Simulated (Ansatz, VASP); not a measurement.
Be2C in VASP and in Ansatz

```
C Be
1.0
     0.00000    2.16049    2.16049
     2.16049    0.00000    2.16049
     2.16049    2.16049    0.00000
C Be
1 2
Direct
  0.00000 0.00000 0.00000
  0.25000 0.25000 0.25000
  0.75000 0.75000 0.75000
```

Alike in both runs: task single point; functional r2SCAN; k mesh 8 × 8 × 8; no spin polarisation.

|  | VASP | Ansatz |
| --- | --- | --- |
| version | VASP 6.6.1 | Ansatz 0.2.0 |
| potentials or method | VASP PAW PBE potentials, release 64 (C, Be) | plane waves, PAW |
| plane-wave cutoff (eV) | 660 | 500 |
| occupations | gaussian, width 0.01 eV | fixed |
| valence electrons in the cell | 8 | 8 |

|  | VASP | Ansatz | Ansatz less VASP |
| --- | --- | --- | --- |
| gap on the k mesh at the Fermi level (eV) | 1.53 | 1.53 | +0.005 |
| pressure (GPa) | 0.8 | 0.0 | -0.79 |

VASP's potentials were made for PBE, not for r2SCAN.
